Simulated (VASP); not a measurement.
Wanted: the native input for a VASP 6.6.1 run.

| Item | Value |
| --- | --- |
| Task | single point |
| Functional | PBEsol |
| Potentials or basis | VASP PAW PBE potentials, release 64 (Na_pv, F) |
| Cutoff | 520 eV |
| k mesh | 8 × 8 × 8 |
| Occupations | gaussian, width 0.01 eV |
| Spin | no spin polarisation |
| Dipole correction | no |
| Further INCAR settings | ALGO = Normal; EDIFF = 1e-06; NBANDS = 14 |

The structure of NaF lies in POSCAR:

```
NaF
1.0
    2.1681094013      2.1681094013      0.0000000000
   -2.1681094013      2.1681094013      0.0000000000
    0.0000000000      2.1681094013      2.1681094013
Na F
1 1
Direct
    0.0000000000      0.0000000000      0.0000000000
    0.5000000000      0.5000000000      0.0000000000
```

One way to write it, as run:

INCAR

```
PREC = Accurate
ENCUT = 520
EDIFF = 1E-6
ISMEAR = 0
SIGMA = 0.01
LREAL = False
LASPH = True
NELM = 60
ALGO = Normal
ISIF = 2
LWAVE = False
LCHARG = False
GGA = PS
NBANDS = 14
```

KPOINTS

```
Automatic mesh
0
Gamma
  8 8 8
```

Potentials or basis: VASP PAW PBE potentials, release 64 (Na_pv, F).

Run with:

```bash
$ cat potpaw_PBE.64/Na_pv/POTCAR potpaw_PBE.64/F/POTCAR > POTCAR
$ mpirun -np 1 vasp_std > vasp.out
```

It gave:

The pressure is 15.4 GPa and the band gap on the k mesh is 7.34 eV.

Caveat: the cell stands under pressure; the PAW data sets were made with another functional, which shifts forces and pressure a little.

It took 7.6 s on 1 thread of Intel Xeon 8259CL, on a shared host, peak memory 0.13 GiB.
